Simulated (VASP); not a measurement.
Runs of VASP 6.6.1 on WO. The structure is that of space group P6_3/mmc (No. 194), or close to it. The cells are those of the table. 

| task | cell | k mesh | cutoff (eV) | gap on the mesh (eV) | pressure (GPa) | relaxed volume (Å³/atom) |
| --- | --- | --- | --- | --- | --- | --- |
| single point | a = 3.002, b = 3.002, c = 6.979 Å, angles 90.0, 90.0, 120.0°, 4 atoms | 18 × 18 × 8 | 520 | none | -44.9 | - |
| relaxation of cell and atoms | relaxed from a = 2.920, b = 2.920, c = 4.526 Å, angles 90.0, 90.0, 120.0°, 4 atoms | 6 × 6 × 4 | 600 | none | 0.1 | 10.34 |
| single point | a = 2.775, b = 2.775, c = 6.248 Å, angles 90.0, 90.0, 120.0°, 4 atoms | 6 × 6 × 4 | 520 | none | (a) | - |
| relaxation of cell and atoms | relaxed from a = 2.775, b = 2.775, c = 6.248 Å, angles 90.0, 90.0, 120.0°, 4 atoms | 18 × 18 × 8 | 600 | none | 0.0 | (b) |
| single point | a = 2.751, b = 2.751, c = 6.395 Å, angles 90.0, 90.0, 120.0°, 4 atoms | 18 × 18 × 8 | 520 | none | 1.7 | - |

Alike in all rows: level PBEsol; potentials or basis VASP PAW PBE potentials, release 64 (W_sv, O); no spin polarisation; smearing gaussian 0.1 eV.

Task: Fill in the values left out.

Result: (a) 1.8; (b) 10.53.

Caveats: some runs use coarse meshes; the PAW data sets were made with another functional, which shifts forces and pressure a little; spin-orbit coupling is left out, which moves the levels of the heavy elements; the stress differs along the axes, from -48 to -40 GPa (at least some runs); the volume moved by over 15 % at a fixed basis, so the end points are rough (at least some runs).

A k mesh can miss the band edges, and the runs leave out spin-orbit coupling on W.

A gap of «none» marks levels without a gap at the run's occupations.
